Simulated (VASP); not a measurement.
# TiSi2 (P6/mmm) in VASP: settings compared, part 2 of 2

VASP 6.6.1. The steps go on from the part before.

## Step 5: Relaxation of cell and atoms, LDA

This run uses another cell than the first one, of 14.15 Å³/atom.

The input, INCAR:

```
ALGO = Normal ; EDIFF = 1E-6
EDIFFG = -0.01 ; ENCUT = 600
IBRION = 2 ; ISIF = 3
ISMEAR = -1 ; LASPH = True
LCHARG = False ; LREAL = False
LWAVE = False ; NELM = 80
NSW = 60 ; PREC = Accurate
SIGMA = 0.05
```

The input, KPOINTS:

```
k-points
0
Gamma
  7 7 10
```

The input, POSCAR:

```
TiSi2
1.0
    4.3746400000      0.0000000000      0.0000000000
   -2.1873200000      3.7885500000      0.0000000000
    0.0000000000      0.0000000000      2.5610100000
Ti Si
1 2
Direct
    0.0000000000      0.0000000000      0.0000000000
    0.3333300000      0.6666700000      0.5000000000
    0.6666700000      0.3333300000      0.5000000000
```

Potentials or basis: VASP PAW LDA potentials, release 64 (Ti_sv, Si).

Run with:

```bash
> cat potpaw_LDA.64/Ti_sv/POTCAR potpaw_LDA.64/Si/POTCAR > POTCAR
> mpirun -np 1 vasp_std > vasp.out
```

OUTCAR:

```text
EDIFF = 1E-6
   EDIFFG = -0.01
   ENCUT = 600
   IBRION = 2
   ISIF = 3
   ISMEAR = -1
   LASPH = True
   LREAL = False
   NELM = 80
   NSW = 60
   PREC = Accurate

 ion  position               nearest neighbor table
   1  0.000  0.000  0.000-   2 2.83   3 2.83   2 2.83   3 2.83   3 2.83   3 2.83   2 2.83   2 2.83
                             3 2.83   3 2.83   2 2.83   2 2.83
   2  0.333  0.667  0.500-   3 2.53   3 2.53   3 2.53   1 2.83   1 2.83   1 2.83   1 2.83   1 2.83
                             1 2.83
   3  0.667  0.333  0.500-   2 2.53   2 2.53   2 2.53   1 2.83   1 2.83   1 2.83   1 2.83   1 2.83
                             1 2.83

  LATTYP: Found a hexagonal cell.
 ALAT       =     4.3746400000
 C/A-ratio  =     0.5854218861

  Lattice vectors:

 A1 = (   4.3746400000,   0.0000000000,   0.0000000000)
 A2 = (  -2.1873200000,   3.7885500000,   0.0000000000)
 A3 = (   0.0000000000,   0.0000000000,   2.5610100000)

Analysis of symmetry for initial positions (statically):
=====================================================================
 Subroutine PRICEL returns:
 Original cell was already a primitive cell.

 Routine SETGRP: Setting up the symmetry group for a
 hexagonal supercell.

 Subroutine GETGRP returns: Found  8 space group operations
 (whereof  8 operations were pure point group operations)
 out of a pool of 24 trial point group operations.

The static configuration has the point symmetry D_2h.

[... 235 lines left out ...]

 number of electron      20.0000000 magnetization

 Free energy of the ion-electron system (eV)
  ---------------------------------------------------
  ext. energy  EPLUGINS =         0.00000000
  ---------------------------------------------------
  free energy    TOTEN  =       -21.52544543 eV

  energy without entropy =      -21.51100432  energy(sigma->0) =      -21.51822488

 E-fermi :  11.1431     XC(G=0): -12.0567

 val. band max:       11.1139734703   @ k =  -0.1429   0.2857   0.2000
 cond. band min:      11.1586335891   @ k =   0.2857  -0.0000   0.1000
 fundamental gap:      0.0446601188
 Fermi energy:        11.1431377290

 k-point     1 :       0.0000    0.0000    0.0000
  band No.  band energies     occupation
      1     -44.8162      2.00000
      2     -21.5232      2.00000
      3     -21.5232      2.00000
      4     -20.7803      2.00000
      5      -2.3682      2.00000
      6       5.6600      2.00000
      7       5.6602      2.00000
      8       6.0328      2.00000
      9       9.4029      2.00000
     10      10.1806      2.00000
     11      10.1808      2.00000
     12      14.1410      0.00000
     13      14.1410      0.00000
     14      14.6791      0.00000
[... 377 lines left out ...]
      1     -44.7958      2.00000
      2     -21.5156      2.00000
      3     -21.5092      2.00000
      4     -20.9097      2.00000
      5      -1.5212      2.00000
      6       3.0150      2.00000
      7       5.5836      2.00000
      8       8.8458      2.00000
      9       9.0177      2.00000
     10      10.4783      2.00000
     11      10.8615      1.99287
     12      13.4367      0.00000
     13      13.9506      0.00000
     14      14.7701      0.00000

 [... further k-points ...]
[... 5 lines left out ...]
  --------------------------------------------------------------------------------------
  -------------------------------------------------------------------------------------
  Total        0.0127464      0.0128449     -0.0287102      0.0000853      0.0000000      0.0000000
  in kB        0.5060550      0.5099655     -1.1398436      0.0033865      0.0000000      0.0000000
  external PRESSURE =      -0.0412744 kB  Pullay stress =       0.0000000 kB
[... 18 lines left out ...]
  FREE ENERGIE OF THE ION-ELECTRON SYSTEM (eV)
  ---------------------------------------------------
  free  energy   TOTEN  =       -21.5254454305 eV

  energy  without entropy=      -21.5110043199  energy(sigma->0) =      -21.51822488

 reached required accuracy - stopping structural energy minimisation
```

OSZICAR:

```text
N       E                     dE             d eps       ncg     rms          rms(c)
DAV:   1     0.141013545501E+03    0.14101E+03   -0.10635E+04  2688   0.163E+03
DAV:   2    -0.115383185211E+02   -0.15255E+03   -0.15030E+03  2724   0.388E+02
[... 29 lines left out ...]
DAV:   5    -0.215239540622E+02   -0.44568E-02   -0.25944E-02  4090   0.130E+00    0.339E-01
DAV:   6    -0.215252311621E+02   -0.12771E-02   -0.54308E-03  4096   0.552E-01    0.166E-01
DAV:   7    -0.215254528580E+02   -0.22170E-03   -0.14097E-03  4000   0.284E-01    0.537E-02
DAV:   8    -0.215254390735E+02    0.13785E-04   -0.36729E-04  3720   0.130E-01    0.110E-02
DAV:   9    -0.215254457442E+02   -0.66706E-05   -0.23019E-05  3150   0.490E-02    0.968E-03
DAV:  10    -0.215254454305E+02    0.31370E-06   -0.58769E-06  3248   0.202E-02
   3 F= -.21525445E+02 E0= -.21518225E+02  d E =-.485350E-01
```

Run time: 73 s. Hardware: 1 thread of Intel Xeon Platinum 8488C (Sapphire Rapids), shared host; peak memory 0.2 GiB.

Results:

```
Free energy                           : -21.5254 eV
Relaxed volume                        : 13.45 Å³/atom
Relaxed cell                          : a = 4.307 Å, b = 4.307 Å, c = 2.511 Å, α = 90.00°, β = 90.00°, γ = 120.00°
Space group after relaxing (to 0.1 Å) : P6/mmm (No. 191)
Energy gained by relaxing             : 16.2 meV/atom
Ionic steps                           : 3
Pressure after relaxing               : 0.0 GPa
Band gap on the k mesh                : zero (bands 10 and 11 overlap by 2.81 eV)
```

Stress tensor (GPa, compression positive):
```
 0.05  0.00  0.00
 0.00  0.05  0.00
 0.00  0.00 -0.11
```

The path:
| step | energy change (eV) | largest force (eV/Å) | pressure (GPa) | volume (Å³) |
| --- | --- | --- | --- | --- |
| 1 | 0.0000 | 0.0003 | -6.99 | 42.45 |
| 2 | -0.0165 | 0.0002 | 6.60 | 38.76 |
| 3 | -0.0485 | 0.0002 | 0.00 | 40.36 |

Final structure:
```
Ti Si
1.0
     4.30745    0.00001    0.00000
    -2.15372    3.73037    0.00000
     0.00000    0.00000    2.51148
Ti Si
1 2
Direct
  0.00000 0.00000 0.00000
  0.33333 0.66667 0.50000
  0.66667 0.33333 0.50000
```

## Step 6: Relaxation of cell and atoms, BLYP

This run uses another cell than the first one, of 14.15 Å³/atom.

The input, INCAR:

```
SYSTEM = TiSi2
PREC = Accurate
ENCUT = 600
EDIFF = 1E-6
ISMEAR = -1
SIGMA = 0.05
LREAL = .False.
LASPH = .True.
NELM = 60
ALGO = Normal
ISIF = 3
LWAVE = .False.
LCHARG = .False.
GGA = B5
ALDAX = 1.0
AGGAX = 1.0
AGGAC = 1.0
ALDAC = 0.0
IBRION = 2
NSW = 60
EDIFFG = -0.01
```

The input, KPOINTS:

```
regular mesh
0
Gamma
  7 7 10
  0 0 0
```

POSCAR is that of step 5.

Potentials or basis: VASP PAW PBE potentials, release 64 (Ti_sv, Si).

Run with:

```bash
> cat potpaw_PBE.64/Ti_sv/POTCAR potpaw_PBE.64/Si/POTCAR > POTCAR
> mpirun -np 1 vasp_std > vasp.out
```

Run time: 2.4 min. Hardware: 1 thread of Intel Xeon Platinum 8488C (Sapphire Rapids), shared host; peak memory 0.22 GiB.

The run converged. Its results:

- Free energy: -16.0540 eV
- Relaxed volume: 15.04 Å³/atom
- Relaxed cell: a = 4.502 Å, b = 4.502 Å, c = 2.571 Å, α = 90.00°, β = 90.00°, γ = 120.00°
- Space group after relaxing (to 0.1 Å): P6/mmm (No. 191)
- Energy gained by relaxing: 20.2 meV/atom
- Ionic steps: 5
- Pressure after relaxing: 0.0 GPa
- Band gap on the k mesh: zero (bands 10 and 11 overlap by 2.45 eV)

Stress tensor (GPa, compression positive):
```
 0.00  0.00  0.00
 0.00  0.00  0.00
 0.00  0.00 -0.10
```

Step by step:
| step | energy change (eV) | largest force (eV/Å) | pressure (GPa) | volume (Å³) |
| --- | --- | --- | --- | --- |
| 1 | 0.0000 | 0.0003 | 6.86 | 42.45 |
| 2 | -0.0478 | 0.0001 | -2.45 | 46.28 |
| 3 | -0.0560 | 0.0001 | -0.20 | 45.14 |
| 4 | -0.0597 | 0.0001 | -0.11 | 45.13 |
| 5 | -0.0605 | 0.0000 | -0.03 | 45.12 |

Final structure:
```
CELL_PARAMETERS angstrom
4.50222 0.00001 0.00000
-2.25110 3.89904 0.00000
0.00000 0.00000 2.57052
ATOMIC_POSITIONS crystal
Ti 0.00000 0.00000 0.00000
Si 0.33333 0.66667 0.50000
Si 0.66667 0.33333 0.50000
```

Levels at points of the mesh, in eV from the Fermi level:
```
           k point  band 6  band 7  band 8  band 9  band 10  band 11  band 12  band 13  band 14
(0.00, 0.00, 0.00)   -5.53   -4.85   -4.85   -1.60    -0.89    -0.89     2.75     2.75     2.99
(0.00, 0.00, 0.50)   -6.50   -2.05   -2.05   -1.08    -0.65    -0.65    -0.01    -0.01     0.54
```

Caveat: the PAW data sets were made with another functional, which shifts forces and pressure a little.

## Step 7: Summary

```csv
task,level,potentials or basis,U,cell,cutoff (eV),gap on the mesh (eV),pressure (GPa),relaxed volume (Å³/atom)
single point,BLYP,"VASP PAW PBE potentials, release 64 (Ti_sv, Si)",-,"a = 4.497, b = 4.497, c = 2.567 Å, angles 90.0, 90.0, 120.0°, 3 atoms",520,none,0.3,-
single point,PBE+U,"VASP PAW PBE potentials, release 64 (Ti_sv, Si)",Ti d U = 6.0 eV,"a = 4.375, b = 4.375, c = 2.561 Å, angles 90.0, 90.0, 120.0°, 3 atoms",520,none,7.3,-
single point,PBEsol+U,"VASP PAW PBE potentials, release 64 (Ti_sv, Si)",Ti d U = 1.0 eV,"a = 4.375, b = 4.375, c = 2.561 Å, angles 90.0, 90.0, 120.0°, 3 atoms",520,none,-2.8,-
relaxation of cell and atoms,LDA,"VASP PAW LDA potentials, release 64 (Ti_sv, Si)",-,"relaxed from a = 4.375, b = 4.375, c = 2.561 Å, angles 90.0, 90.0, 120.0°, 3 atoms",600,none,0.0,13.45
relaxation of cell and atoms,BLYP,"VASP PAW PBE potentials, release 64 (Ti_sv, Si)",-,"relaxed from a = 4.375, b = 4.375, c = 2.561 Å, angles 90.0, 90.0, 120.0°, 3 atoms",600,none,0.0,15.04
```

Alike in all rows: no spin polarisation; k mesh 7 × 7 × 10; smearing fermi-dirac 0.05 eV.

Caveats: the PAW data sets were made with another functional, which shifts forces and pressure a little (at least some runs); U without spin polarisation on a metal has little footing (at least some runs); the U is typed as a test and isn't derived for this compound (at least some runs); the cell stands under pressure (at least some runs).

Total energies depend on the potentials used, so only differences within one code and one set of settings carry meaning.
